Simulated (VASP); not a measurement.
# GaP2: single point with PBE

Crystal: GaP2.

```
CELL_PARAMETERS angstrom
3.81496 0.00000 0.00000
-1.90748 3.30385 0.00000
0.00000 0.00000 10.14219
ATOMIC_POSITIONS crystal
Ga 0.66667 0.33333 0.70724
Ga 0.33333 0.66667 0.29276
P 0.33333 0.66667 0.04335
P 0.66667 0.33333 0.95665
P 0.66667 0.33333 0.36289
P 0.33333 0.66667 0.63711
```

| Item | Value |
| --- | --- |
| Program | VASP 6.6.1 |
| Task | single point |
| Functional | PBE |
| Potentials or basis | VASP PAW PBE potentials, release 64 (Ga_d, P) |
| Cutoff | 520 eV |
| k mesh | 12 × 12 × 4 |
| Occupations | gaussian, width 0.1 eV |
| Spin | no spin polarisation |
| Dipole correction | no |
| Further INCAR settings | ALGO = Normal; EDIFF = 1e-06; NBANDS = 32 |

The pressure is -0.1 GPa, the largest force is 0.017 eV/Å and the band gap on the k mesh is zero (band 23 reaches 4.58 eV, above the bottom of band 24 at 3.99 eV).

Forces in eV/Å, atoms in the order of the input:
```
Ga   0.000  0.000 -0.014
Ga   0.000  0.000  0.014
P    0.000  0.000 -0.017
P    0.000  0.000  0.017
P    0.000  0.000 -0.010
P    0.000  0.000  0.010
```

Stress tensor (GPa, compression positive):
```
-0.15  0.00  0.00
 0.00 -0.15  0.00
 0.00  0.00  0.01
```

Levels at points of the mesh, in eV from the Fermi level:
| k point | band 20 | band 21 | band 22 | band 23 | band 24 | band 25 | band 26 | band 27 |
| --- | --- | --- | --- | --- | --- | --- | --- | --- |
| (0.00, 0.00, 0.00) | -0.30 | -0.30 | -0.09 | -0.01 | -0.01 | 1.08 | 1.08 | 2.67 |
| (0.50, 0.00, 0.00) | -1.81 | -1.46 | -1.42 | -0.63 | -0.36 | 2.00 | 2.14 | 3.26 |
| (0.00, 0.00, 0.50) | -0.37 | -0.37 | 0.08 | 0.08 | 1.07 | 1.07 | 1.11 | 2.45 |
| (0.50, 0.00, 0.50) | -1.90 | -1.36 | -1.11 | -0.70 | -0.22 | 1.90 | 2.84 | 3.16 |

Run time: 4.4 min on 1 thread of Intel(R) Xeon(R) Platinum 8259CL CPU @ 2.50GHz (Skylake/Cascade Lake) (shared host), peak memory 0.38 GiB.
